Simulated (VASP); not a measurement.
A run of VASP 6.6.1:

The input INCAR:

```
SYSTEM = Te2Mo
PREC = Accurate ; ENCUT = 520
EDIFF = 1E-6 ; ISMEAR = 0
SIGMA = 0.05 ; LREAL = .False.
LASPH = .True. ; NELM = 80
ALGO = Normal ; ISIF = 2
LWAVE = .False. ; LCHARG = .True.
GGA = PS ; LELF = .True.
LVHAR = .True. ; NBANDS = 35
```

The input KPOINTS:

```
regular mesh
0
Gamma
  12 12 2
  0 0 0
```

POSCAR

```
Te2Mo
1.0
    3.4939942427      0.0000000000      0.0000000000
   -1.7469971213      3.0258877748      0.0000000000
    0.0000000000      0.0000000000     14.0085389608
Te Mo
4 2
Direct
    0.2534853872      0.6756554969      0.6234085250
    0.6887071335      0.3014029190      0.1167438015
    0.3191041688      0.7124646174      0.8838551223
    0.7251223335      0.3062230046      0.3882552503
    0.3468890513      0.6763734934      0.2506426721
    0.6666919258      0.3278804687      0.7370946287
```

Potentials or basis: VASP PAW PBE potentials, release 64 (Te, Mo_sv).

The run is started by

```sh
$ cat potpaw_PBE.64/Te/POTCAR potpaw_PBE.64/Mo_sv/POTCAR > POTCAR
$ mpirun -np 1 vasp_std > vasp.out
```

Hardware: 1 thread of Intel(R) Xeon(R) 6975P-C (Granite Rapids), with other jobs on the host.

Estimate the wall time of this run.

Run time: 8.2 min on 1 thread of Intel(R) Xeon(R) 6975P-C (Granite Rapids), with other jobs on the host, peak memory 0.71 GiB. Counts: scf iterations 16, k points 148.
